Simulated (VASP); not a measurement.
# Hf (P6_3/mmc) in VASP: notebook

Hf is run at these levels: RPBE+D3(BJ), PBEsol+D4, PBE, RPBE+D4, revPBE; tasks: single point.

Everything below comes from runs of VASP 6.6.1. Logs are shortened: lines on timing, memory, paths and dates and some standing lists are left out, and cuts for length are marked.

### 1 The cell of the first run

Symmetry: P6_3/mmc, No. 194, hexagonal system. The conventional cell has a = 2.967 Å, b = 2.967 Å, c = 4.749 Å, α = 90.00°, β = 90.00°, γ = 120.00°. Hf (site symmetry -6m2) has 12 Hf at 2.93 to 2.97 Å within 3.9 Å.

### 2 Single point, RPBE+D3(BJ)

INCAR

```
SYSTEM = Hf
  ALGO = Normal
  EDIFF = 1E-7
  ENCUT = 520
  GGA = RP
  ISIF = 2
  ISMEAR = -1
  IVDW = 12
  LASPH = .TRUE.
  LCHARG = .FALSE.
  LREAL = .FALSE.
  LWAVE = .FALSE.
  NBANDS = 17
  NELM = 60
  PREC = Accurate
  SIGMA = 0.05
```

KPOINTS

```
k-points
0
G
  10 10 5
  0 0 0
```

POSCAR

```
Hf
1.0
    2.9670628825      0.0000000000      0.0000000000
   -1.4835314412      2.5695518308      0.0000000000
    0.0000000000      0.0000000000      4.7493740133
Hf
2
Direct
    0.6666666667      0.3333333333      0.7500000000
    0.3333333333      0.6666666667      0.2500000000
```

Potentials or basis: VASP PAW PBE potentials, release 64 (Hf_pv).

Run with:

```
$ cat potpaw_PBE.64/Hf_pv/POTCAR > POTCAR
$ mpirun -np 1 vasp_std > vasp.out
```

OUTCAR:

```text
SYSTEM = Hf
   EDIFF = 1E-7
   ENCUT = 520
   GGA = RP
   ISIF = 2
   ISMEAR = -1
   IVDW = 12
   LASPH = .TRUE.
   LREAL = .FALSE.
   NELM = 60
   PREC = Accurate
 IVDW          = 12

 ion  position               nearest neighbor table
   1  0.667  0.333  0.750-   2 2.93   2 2.93   2 2.93   2 2.93   2 2.93   2 2.93
   2  0.333  0.667  0.250-   1 2.93   1 2.93   1 2.93   1 2.93   1 2.93   1 2.93

  LATTYP: Found a hexagonal cell.
 ALAT       =     2.9670628825
 C/A-ratio  =     1.6006988060

  Lattice vectors:

 A1 = (   2.9670628825,   0.0000000000,   0.0000000000)
 A2 = (  -1.4835314412,   2.5695518308,   0.0000000000)
 A3 = (   0.0000000000,   0.0000000000,   4.7493740133)

Analysis of symmetry for initial positions (statically):
=====================================================================
 Subroutine PRICEL returns:
 Original cell was already a primitive cell.

 Routine SETGRP: Setting up the symmetry group for a
 hexagonal supercell.

 Subroutine GETGRP returns: Found 24 space group operations
 (whereof 12 operations were pure point group operations)
 out of a pool of 24 trial point group operations.

The static configuration has the point symmetry D_3d.
 The point group associated with its full space group is D_6h.

Analysis of symmetry for dynamics (positions and initial velocities):
=====================================================================
 Subroutine PRICEL returns:
 Original cell was already a primitive cell.

 Routine SETGRP: Setting up the symmetry group for a
 hexagonal supercell.

 Subroutine GETGRP returns: Found 24 space group operations
 (whereof 12 operations were pure point group operations)
 out of a pool of 24 trial point group operations.

The dynamic configuration has the point symmetry D_3d.
 The point group associated with its full space group is D_6h.

 Subroutine INISYM returns: Found 24 space group operations
 (whereof 12 operations are pure point group operations),
 and found     1 'primitive' translations

----------------------------------------------------------------------------------------

                                     Primitive cell

  volume of cell :      36.2093

  direct lattice vectors                    reciprocal lattice vectors
     2.967062883  0.000000000  0.000000000     0.337033639  0.194586462  0.000000000
    -1.483531441  2.569551831  0.000000000     0.000000000  0.389172924  0.000000000
     0.000000000  0.000000000  4.749374013     0.000000000  0.000000000  0.210554064

  length of vectors
     2.967062883  2.967062882  4.749374013     0.389172924  0.389172924  0.210554064

  position of ions in fractional coordinates (direct lattice)
     0.666666667  0.333333333  0.750000000
     0.333333333  0.666666667  0.250000000

  ion indices of the primitive-cell ions
   primitive index   ion index
                 1           1
                 2           2

----------------------------------------------------------------------------------------

 KPOINTS: k-points

Automatic generation of k-mesh.
 Grid dimensions read from file:
 generate k-points for:   10   10    5

 Generating k-lattice:

  Cartesian coordinates                     Fractional coordinates (reciprocal lattice)
     0.033703364  0.019458646  0.000000000     0.100000000  0.000000000  0.000000000
     0.000000000  0.038917292  0.000000000     0.000000000  0.100000000  0.000000000
     0.000000000  0.000000000  0.042110813     0.000000000  0.000000000  0.200000000

  Length of vectors
     0.038917292  0.038917292  0.042110813

  Shift w.r.t. Gamma in fractional coordinates (k-lattice)
     0.000000000  0.000000000  0.000000000

 Subroutine IBZKPT returns following result:
 ===========================================

 Found     42 irreducible k-points:

 Following reciprocal coordinates:
            Coordinates               Weight
  0.000000  0.000000  0.000000      1.000000
  0.100000  0.000000  0.000000      6.000000
  0.200000  0.000000  0.000000      6.000000
  0.300000  0.000000  0.000000      6.000000
  0.400000 -0.000000  0.000000      6.000000
  0.500000  0.000000  0.000000      3.000000
[... 16 lines left out ...]
  0.300000  0.100000  0.200000     24.000000
  0.400000  0.100000  0.200000     24.000000
 [... further k-points ...]
   k-points           NKPTS =     42   k-points in BZ     NKDIM =     42   number of bands    NBANDS=     17
   number of dos      NEDOS =    301   number of ions     NIONS =      2
   total plane-waves  NPLWV =  20736
   dimension x,y,z NGX =    24 NGY =   24 NGZ =   36
   dimension x,y,z NGXF=    48 NGYF=   48 NGZF=   72
   ions per type =               2
   NGX,Y,Z   is equivalent  to a cutoff of  13.45, 13.45, 12.60 a.u.
   NGXF,Y,Z  is equivalent  to a cutoff of  26.89, 26.89, 25.20 a.u.
 SYSTEM =  Hf
   PREC   = accura    normal or accurate (medium, high low for compatibility)
   ISTART =      0    job   : 0-new  1-cont  2-samecut
   ICHARG =      2    charge: 1-file 2-atom 10-const
   ISPIN  =      1    spin polarized calculation?
   LNONCOLLINEAR =      F non collinear calculations
   LSORBIT =      F    spin-orbit coupling
   LASPH  =      T    aspherical Exc in radial PAW
   ENCUT  =  520.0 eV  38.22 Ry    6.18 a.u.   5.52  5.52  8.83*2*pi/ulx,y,z
   NELM   =     60;   NELMIN=  2; NELMDL= -5     # of ELM steps
   EDIFF  = 0.1E-06   stopping-criterion for ELM
   LREAL  =      F    real-space projection
   EDIFFG = 0.1E-05   stopping-criterion for IOM
   NSW    =      0    number of steps for IOM
   IBRION =     -1    ionic relax: 0-MD 1-quasi-New 2-CG
   NFREE  =      0    steps in history (QN), initial steepest desc. (CG)
   ISIF   =      2    stress and relaxation
   ISYM   =      2    0-nonsym 1-usesym 2-fastsym
   POTIM  = 0.5000    time-step for ionic-motion
   TEBEG  =    0.0;   TEEND  =   0.0 temperature during run
   PSTRESS=    0.0 pullay stress
   NELECT =      20.0000    total number of electrons
   NUPDOWN=      -1.0000    fix difference up-down
   EMIN   =  10.00;   EMAX   =-10.00  energy-range for DOS
   EFERMI =   0.00;   METHOD = LEGACY
   ISMEAR =    -1;   SIGMA  =   0.05  broadening in eV -4-tet -1-fermi 0-gaus
   EFERMI_NEDOS =   21; number of points for ismear=-14 and -15
   IALGO  =     38    algorithm
   IMIX   =      4    mixing-type and parameters
     AMIX     =   0.40;   BMIX     =  1.00
     AMIX_MAG =   1.60;   BMIX_MAG =  1.00
  volume/ion in A,a.u.               =      18.10       122.18
  Fermi-wavevector in a.u.,A,eV,Ry     =   1.343212  2.538303 24.547894  1.804219
  Thomas-Fermi vector in A             =   2.471304
   LORBIT       =      0    0 simple, 1 ext, 2 COOP (PROOUT), +10 PAW based schemes
   GGA     = RP    functional components
   LHFCALC =     F    Hartree Fock is set to
   AEXX    =    0.0000 exact exchange contribution
   IVDW    =    12    specifies the selected vdW correction
   LEPSILON=     F    determine dielectric tensor
   LRPA    =     F    only Hartree local field effects (RPA)
 non-spin polarized calculation
  energy-cutoff  :      520.00
  volume of cell :       36.21
 maximum number of plane-waves:      1002
 NGX is ok and might be reduce to    24
   NGX = 11   NGY = 11   NGZ = 17

 number of electron      19.9999996 magnetization

 Free energy of the ion-electron system (eV)
  ---------------------------------------------------
  ext. energy  EPLUGINS =         0.00000000
  ---------------------------------------------------
  free energy    TOTEN  =       -18.06553125 eV

  energy without entropy =      -18.05684150  energy(sigma->0) =      -18.06118638

 E-fermi :   6.5965     XC(G=0): -12.2315

 val. band max:        6.5943816183   @ k =   0.0000   0.0000   0.4000
 cond. band min:       6.6487149451   @ k =   0.1000   0.0000   0.2000
 fundamental gap:      0.0543333268
 Fermi energy:         6.5964829025

 k-point     1 :       0.0000    0.0000    0.0000
  band No.  band energies     occupation
      1     -24.5221      2.00000
      2     -23.0810      2.00000
      3     -23.0810      2.00000
      4     -22.8592      2.00000
      5     -22.8547      2.00000
      6     -22.8547      2.00000
[... 9 lines left out ...]
     16       9.8224      0.00000
     17      13.1674      0.00000

 k-point     2 :       0.1000    0.0000    0.0000
  band No.  band energies     occupation
      1     -24.4722      2.00000
      2     -23.1981      2.00000
      3     -23.1184      2.00000
      4     -22.9775      2.00000
      5     -22.8804      2.00000
      6     -22.8695      2.00000
[... 9 lines left out ...]
     16       9.4480      0.00000
     17      13.4889      0.00000

 k-point     3 :       0.2000    0.0000    0.0000
  band No.  band energies     occupation
      1     -24.3319      2.00000
      2     -23.5020      2.00000
      3     -23.2812      2.00000
      4     -23.2111      2.00000
      5     -22.9454      2.00000
      6     -22.9123      2.00000
[... 9 lines left out ...]
     16      10.2653      0.00000
     17      14.0584      0.00000

 k-point     4 :       0.3000    0.0000    0.0000
  band No.  band energies     occupation
      1     -24.1291      2.00000
      2     -23.8707      2.00000
      3     -23.6266      2.00000
      4     -23.3186      2.00000
      5     -23.0539      2.00000
      6     -22.9696      2.00000
[... 9 lines left out ...]
     16      11.8278      0.00000
     17      14.4772      0.00000
[... 343 lines left out ...]
      1     -24.1754      2.00000
      2     -23.6695      2.00000
      3     -23.5518      2.00000
      4     -23.2716      2.00000
      5     -23.0422      2.00000
      6     -23.0029      2.00000
[... 9 lines left out ...]
     16      11.5054      0.00000
     17      13.8417      0.00000

 k-point    23 :       0.3000    0.1000    0.2000
  band No.  band energies     occupation
      1     -24.1808      2.00000
      2     -23.9345      2.00000
      3     -23.6800      2.00000
      4     -23.3866      2.00000
      5     -23.1454      2.00000
      6     -23.0676      2.00000
[... 9 lines left out ...]
     16      12.7263      0.00000
     17      14.3266      0.00000

 k-point    24 :       0.4000    0.1000    0.2000
  band No.  band energies     occupation
      1     -24.2978      2.00000
      2     -24.0617      2.00000
      3     -23.6556      2.00000
      4     -23.4298      2.00000
      5     -23.2412      2.00000
      6     -23.1163      2.00000
[... 9 lines left out ...]
     16      14.1162      0.00000
     17      15.2984      0.00000

 [... further k-points ...]

------------------------ aborting loop because EDIFF is reached ----------------------------------------

 Edisp (eV)   -8.66200

 E8    (eV) :    -6.6070

  FORCE on cell =-STRESS in cart. coord.  units (eV):
  Direction    XX          YY          ZZ          XY          YZ          ZX
  --------------------------------------------------------------------------------------
  -------------------------------------------------------------------------------------
  Total      -0.12604    -0.12604    -0.16643    -0.00000     0.00000     0.00000
  in kB      -5.57717    -5.57717    -7.36405    -0.00000     0.00000     0.00000
  external pressure =       -6.17 kB  Pullay stress =        0.00 kB

 VOLUME and BASIS-vectors are now :
 -----------------------------------------------------------------------------
  energy-cutoff  :      520.00
  volume of cell :       36.21
      direct lattice vectors                 reciprocal lattice vectors
     2.967062883  0.000000000  0.000000000     0.337033639  0.194586462  0.000000000
    -1.483531441  2.569551831  0.000000000     0.000000000  0.389172924  0.000000000
     0.000000000  0.000000000  4.749374013     0.000000000  0.000000000  0.210554064

 POSITION                                       TOTAL-FORCE (eV/Angst)
 -----------------------------------------------------------------------------------
      1.48353      0.85652      3.56203         0.000000     -0.000000      0.000000
     -0.00000      1.71303      1.18734         0.000000      0.000000      0.000000
 -----------------------------------------------------------------------------------
    total drift:                               -0.000000      0.000000     -0.000000

  FREE ENERGIE OF THE ION-ELECTRON SYSTEM (eV)
  ---------------------------------------------------
  free  energy   TOTEN  =       -26.7275285351 eV

  energy  without entropy=      -26.7188387882  energy(sigma->0) =      -26.72318366
```

Wall time 29 s (1 thread of Intel Xeon 8259CL, shared host); peak memory 0.17 GiB.

What came out:

```
Free energy                : -26.7275 eV
Pressure                   : -0.6 GPa
Band gap on the k mesh     : zero (bands 10 and 11 overlap by 1.62 eV)
Dispersion energy per atom : -4.331 eV
```

Levels at points of the mesh, in eV from the Fermi level:
| k point | band 8 | band 9 | band 10 | band 11 | band 12 | band 13 |
| --- | --- | --- | --- | --- | --- | --- |
| (0.00, 0.00, 0.00) | -4.44 | 1.23 | 1.23 | 1.43 | 1.48 | 2.28 |
| (0.50, 0.00, 0.00) | -3.64 | -3.00 | -0.24 | 0.81 | 1.12 | 2.08 |

Caveat: the PAW data sets were made with another functional, which shifts forces and pressure a little; spin-orbit coupling is left out, which moves the levels of the heavy elements.

### 3 Single point, PBEsol+D4

This run uses another cell than the first one, of 21.40 Å³/atom.

INCAR

```
PREC = Accurate
ENCUT = 520
EDIFF = 1E-6
ISMEAR = -1
SIGMA = 0.05
LREAL = F
LASPH = T
NELM = 80
ALGO = Fast
ISIF = 2
LWAVE = F
LCHARG = T
GGA = PS
IVDW = 13
LELF = T
LVHAR = T
NBANDS = 17
```

KPOINTS

```
regular mesh
0
Gamma
  10 10 5
```

POSCAR

```
Hf
1.0
    3.1503474767      0.0000000000      0.0000000000
   -1.5751737383      2.7282809456      0.0000000000
    0.0000000000      0.0000000000      4.9785109191
Hf
2
Direct
    0.6666666667      0.3333333333      0.7500000000
    0.3333333333      0.6666666667      0.2500000000
```

Potentials or basis: VASP PAW PBE potentials, release 64 (Hf_pv).

Run with:

```
$ cat potpaw_PBE.64/Hf_pv/POTCAR > POTCAR
$ mpirun -np 1 vasp_std > vasp.out
```

OUTCAR:

```text
PREC = Accurate
   ENCUT = 520
   EDIFF = 1E-6
   ISMEAR = -1
   LREAL = F
   LASPH = T
   NELM = 80
   ISIF = 2
   GGA = PS
   IVDW = 13

 ion  position               nearest neighbor table
   1  0.667  0.333  0.750-   2 3.08   2 3.08   2 3.08   2 3.08   2 3.08   2 3.08
   2  0.333  0.667  0.250-   1 3.08   1 3.08   1 3.08   1 3.08   1 3.08   1 3.08

  LATTYP: Found a hexagonal cell.
 ALAT       =     3.1503474767
 C/A-ratio  =     1.5803053333

  Lattice vectors:

 A1 = (   3.1503474767,   0.0000000000,   0.0000000000)
 A2 = (  -1.5751737383,   2.7282809456,   0.0000000000)
 A3 = (   0.0000000000,   0.0000000000,   4.9785109191)

Analysis of symmetry for initial positions (statically):
=====================================================================
 Subroutine PRICEL returns:
 Original cell was already a primitive cell.

 Routine SETGRP: Setting up the symmetry group for a
 hexagonal supercell.

 Subroutine GETGRP returns: Found 24 space group operations
 (whereof 12 operations were pure point group operations)
 out of a pool of 24 trial point group operations.

The static configuration has the point symmetry D_3d.
 The point group associated with its full space group is D_6h.

[... 162 lines left out ...]
 E-fermi :   5.0455     XC(G=0): -11.5967

 val. band max:        5.0017726457   @ k =   0.1000   0.1000   0.2000
 cond. band min:       5.0537779229   @ k =   0.0000   0.0000   0.4000
 fundamental gap:      0.0520052771
 Fermi energy:         5.0454687966

 k-point     1 :       0.0000    0.0000    0.0000
  band No.  band energies     occupation
      1     -25.9354      2.00000
      2     -25.0668      2.00000
      3     -25.0668      2.00000
      4     -24.9197      2.00000
      5     -24.9177      2.00000
      6     -24.9177      2.00000
[... 457 lines left out ...]
      4     -25.2640      2.00000
      5     -25.1509      2.00000
      6     -25.0691      2.00000
[... 9 lines left out ...]
     16      11.3047      0.00000
     17      12.1927      0.00000

 [... further k-points ...]

------------------------ aborting loop because EDIFF is reached ----------------------------------------

  DFT-D4 for vdW energy calculation

  Edisp (eV):   -0.25549

  FORCE on cell =-STRESS in cart. coord.  units (eV):
  Direction    XX          YY          ZZ          XY          YZ          ZX
  --------------------------------------------------------------------------------------
  -------------------------------------------------------------------------------------
  Total      -0.08579    -0.08579    -0.11280    -0.00000     0.00000     0.00000
  in kB      -3.21208    -3.21208    -4.22359    -0.00000     0.00000     0.00000
  external pressure =       -3.55 kB  Pullay stress =        0.00 kB

 VOLUME and BASIS-vectors are now :
 -----------------------------------------------------------------------------
  energy-cutoff  :      520.00
  volume of cell :       42.79
      direct lattice vectors                 reciprocal lattice vectors
     3.150347477  0.000000000  0.000000000     0.317425302  0.183265584  0.000000000
    -1.575173738  2.728280946  0.000000000     0.000000000  0.366531167  0.000000000
     0.000000000  0.000000000  4.978510919     0.000000000  0.000000000  0.200863273

 POSITION                                       TOTAL-FORCE (eV/Angst)
 -----------------------------------------------------------------------------------
      1.57517      0.90943      3.73388        -0.000000      0.000000      0.000000
     -0.00000      1.81885      1.24463         0.000000      0.000000      0.000000
 -----------------------------------------------------------------------------------
    total drift:                               -0.000000      0.000000     -0.000000

  FREE ENERGIE OF THE ION-ELECTRON SYSTEM (eV)
  ---------------------------------------------------
  free  energy   TOTEN  =       -21.2689749008 eV

  energy  without entropy=      -21.2599083521  energy(sigma->0) =      -21.26444163
```

OSZICAR:

```text
N       E                     dE             d eps       ncg     rms          rms(c)
DAV:   1     0.507357099393E+02    0.50736E+02   -0.11323E+04  1428   0.112E+03
DAV:   2    -0.199366420172E+02   -0.70672E+02   -0.69176E+02  1874   0.252E+02
DAV:   3    -0.217395469795E+02   -0.18029E+01   -0.17949E+01  1819   0.272E+01
DAV:   4    -0.217534359697E+02   -0.13889E-01   -0.13884E-01  1823   0.284E+00
DAV:   5    -0.217535661504E+02   -0.13018E-03   -0.13017E-03  1809   0.245E-01    0.670E+01
RMM:   6    -0.212109455838E+02    0.54262E+00   -0.42539E-01  1432   0.385E+00    0.401E+01
RMM:   7    -0.210211888896E+02    0.18976E+00   -0.96928E-01  1634   0.581E+00    0.202E+00
RMM:   8    -0.210123476292E+02    0.88413E-02   -0.82529E-02  1561   0.199E+00    0.178E-01
RMM:   9    -0.210133913818E+02   -0.10438E-02   -0.11837E-02  1946   0.688E-01    0.421E-01
RMM:  10    -0.210136778047E+02   -0.28642E-03   -0.19448E-03  1965   0.271E-01    0.101E+00
RMM:  11    -0.210135523632E+02    0.12544E-03   -0.18903E-04  1791   0.963E-02    0.533E-01
RMM:  12    -0.210134893014E+02    0.63062E-04   -0.11355E-04  1656   0.651E-02    0.130E-01
RMM:  13    -0.210134884714E+02    0.82996E-06   -0.13607E-05  1882   0.255E-02    0.951E-02
RMM:  14    -0.210134873208E+02    0.11506E-05   -0.71436E-06  1629   0.177E-02    0.123E-02
RMM:  15    -0.210134876046E+02   -0.28384E-06   -0.32241E-06  1465   0.125E-02
   1 F= -.21268975E+02 E0= -.21264442E+02  d E =-.906655E-02
```

It took 50 s on 1 thread of Intel Xeon 8259CL, shared host; peak memory 0.17 GiB.

What came out:

| Property | Result |
| --- | --- |
| Free energy | -21.2690 eV |
| Pressure | -0.4 GPa |
| Band gap on the k mesh | zero (bands 10 and 11 overlap by 1.52 eV) |
| Dispersion energy per atom | -0.128 eV |

Stress tensor (GPa, compression positive):
```
-0.32  0.00  0.00
 0.00 -0.32  0.00
 0.00  0.00 -0.42
```

Caveat: the PAW data sets were made with another functional, which shifts forces and pressure a little; spin-orbit coupling is left out, which moves the levels of the heavy elements.

[end of part 1 of 2]
